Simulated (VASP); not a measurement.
## Ta4NiO11: single point with PBE

Ta4NiO11:

```
CELL_PARAMETERS angstrom
0.00000 4.86734 4.86734
4.86734 0.00000 4.86734
4.86734 4.86734 0.00000
ATOMIC_POSITIONS crystal
Ta 0.63003 0.10990 0.63003
Ta 0.63003 0.63003 0.63003
Ta 0.10990 0.63003 0.63003
Ta 0.63003 0.63003 0.10990
Ni 0.00000 0.00000 0.00000
O 0.25000 0.25000 0.25000
O 0.84348 0.46957 0.84348
O 0.84348 0.84348 0.84348
O 0.46957 0.84348 0.84348
O 0.84348 0.84348 0.46957
O 0.30033 0.69967 0.69967
O 0.69967 0.30033 0.30033
O 0.69967 0.69967 0.30033
O 0.30033 0.30033 0.69967
O 0.30033 0.69967 0.30033
O 0.69967 0.30033 0.69967
```

```json
{"Program": "VASP 6.6.1", "Task": "single point", "Functional": "PBE", "Potentials or basis": "VASP PAW PBE potentials, release 64 (Ta_pv, Ni, O)", "Cutoff": "520 eV", "k mesh": "3 × 3 × 3", "Occupations": "fermi-dirac, width 0.05 eV", "Spin": "collinear spin, ferromagnetic start", "Starting moments": "[0.0, 0.0, 0.0, 0.0, 1.0, 0.0, 0.0, 0.0, 0.0, 0.0, 0.0, 0.0, 0.0, 0.0, 0.0, 0.0] μB", "Dipole correction": "no", "Further INCAR settings": "LREAL = Auto; ALGO = Normal; EDIFF = 1e-06; NBANDS = 78"}
```

The pressure is 0.8 GPa and the largest force is 0.221 eV/Å. The net moment is 2.15 μB per cell, the site moments are Ta -0.03; Ni +1.04; O +0.95, -0.00, +0.00 (each value once) μB and the valence electrons inside the program's atomic spheres are Ta 8.84; Ni 8.62; O 4.70, 5.06, 5.09 (each value once).

Forces on the atoms (eV/Å):
```
Ta  -0.128  0.128 -0.128
Ta   0.128  0.128  0.128
Ta   0.128 -0.128 -0.128
Ta  -0.128 -0.128  0.128
Ni   0.000  0.000  0.000
O    0.000  0.000  0.000
O    0.011 -0.011  0.011
O   -0.011 -0.011 -0.011
O   -0.011  0.011  0.011
O    0.011  0.011 -0.011
O    0.121  0.000  0.000
O   -0.121  0.000  0.000
O    0.000  0.000  0.121
O    0.000  0.000 -0.121
O    0.000 -0.121  0.000
O    0.000  0.121  0.000
```

Levels at points of the mesh, in eV from the Fermi level:
Spin up:
```tsv
k point	band 59	band 60	band 61	band 62	band 63	band 64
(0.00, 0.00, 0.00)	-1.03	-1.03	-1.03	-0.33	-0.33	0.25
```
Spin down:
```
           k point  band 54  band 55  band 56  band 57  band 58  band 59  band 60  band 61  band 62  band 63
(0.00, 0.00, 0.00)    -0.48    -0.48    -0.48    -0.41    -0.41     0.03     0.03     0.03     0.06     0.06
```

Run time: 24 min on 1 thread of Intel Xeon 8259CL (shared host), peak memory 0.57 GiB.

Caveat: the k points lie up to 0.37 Å⁻¹ apart; spin-orbit coupling is left out, which moves the levels of the heavy elements; a cell with one magnetic atom can't hold antiferromagnetic order, which such compounds often take; semilocal functionals often make such compounds metallic where correlation or magnetic order opens a gap, which also shifts bond lengths. With open d or f shells a metallic result of PBE can be an artefact of self-interaction; +U or a hybrid may open a gap.
